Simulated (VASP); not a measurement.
SnTe, 2 atoms in the cell. The structure is cubic, space group Fm-3m (No. 225). Conventional cell: a = 6.371 Å, b = 6.371 Å, c = 6.371 Å, α = 90.00°, β = 90.00°, γ = 90.00°. Sn (site symmetry m-3m) has 6 Te at 3.19 Å within 4.2 Å. Within 4.2 Å of Te (site symmetry m-3m) lie 6 Sn at 3.19 Å.  This cell differs from its parent crystal: volume scaled by 1.040.

```yaml
Program: VASP 6.6.1
Task: single point
Functional: PBEsol
Potentials_or_basis: VASP PAW PBE potentials, release 64 (Sn_d, Te)
Cutoff: 520 eV
k_mesh: 8 × 8 × 8
Occupations: gaussian, width 0.05 eV
Spin: no spin polarisation
Dipole_correction: no
Further_INCAR_settings: ALGO = Normal; EDIFF = 1e-06; NBANDS = 17
```

Potentials or basis: VASP PAW PBE potentials, release 64 (Sn_d, Te).

Run with:

```sh
$ cat potpaw_PBE.64/Sn_d/POTCAR potpaw_PBE.64/Te/POTCAR > POTCAR
$ mpirun -np 1 vasp_std > vasp.out
```

Hardware: 1 thread of Intel(R) Xeon(R) 6975P-C (Granite Rapids) (shared host).

Estimate the wall time of this run.

Wall time 20 s on 1 thread of Intel(R) Xeon(R) 6975P-C (Granite Rapids) (shared host), peak memory 0.21 GiB. Counts: scf iterations 12, k points 29.
